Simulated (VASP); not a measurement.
Set up this calculation in VASP 6.6.1, as the native input.

```
Task                   : single point
Functional             : PBE
Potentials or basis    : VASP PAW PBE potentials, release 64 (Ca_sv, Al, O)
Cutoff                 : 520 eV
k mesh                 : 6 × 6 × 4
Occupations            : gaussian, width 0.1 eV
Spin                   : no spin polarisation
Dipole correction      : no
Further INCAR settings : ALGO = Normal; EDIFF = 1e-07; NBANDS = 26
```

The structure of Ca2AlO2 lies in POSCAR:

```
Ca2AlO2
1.0
    3.6032050600      0.0000000000      0.0000000000
   -1.8016025300      3.1204671200      0.0000000000
    0.0000000000      0.0000000000      6.3972778300
Ca Al O
2 1 2
Direct
    0.3333333300      0.6666666700      0.7912040400
    0.6666666700      0.3333333300      0.2087959600
    0.0000000000      0.0000000000      0.5000000000
    0.3333333300      0.6666666700      0.1252419700
    0.6666666700      0.3333333300      0.8747580300
```

One way to write it, as run:

INCAR

```
SYSTEM = Ca2AlO2
  PREC = Accurate
  ENCUT = 520
  EDIFF = 1E-7
  ISMEAR = 0
  SIGMA = 0.1
  LREAL = .False.
  LASPH = .True.
  NELM = 100
  ALGO = Normal
  ISIF = 2
  LWAVE = .False.
  LCHARG = .True.
  GGA = PE
  LELF = .True.
  LVHAR = .True.
  NBANDS = 26
```

KPOINTS

```
Automatic mesh
0
Gamma
  6 6 4
  0 0 0
```

Potentials or basis: VASP PAW PBE potentials, release 64 (Ca_sv, Al, O).

Command:

```console
$ cat potpaw_PBE.64/Ca_sv/POTCAR potpaw_PBE.64/Al/POTCAR potpaw_PBE.64/O/POTCAR > POTCAR
$ mpirun -np 1 vasp_std > vasp.out
```

Results of the run:

| Property | Result |
| --- | --- |
| Pressure | 26.2 GPa |
| Largest force | 2.410 eV/Å |

Caveat: an odd number of electrons without spin polarisation forces a metal; a magnetic or distorted state may lie lower.

It took 35 s on 1 thread of AMD EPYC 9R45 96-Core Processor (Zen 5), on a shared host, peak memory 0.18 GiB.
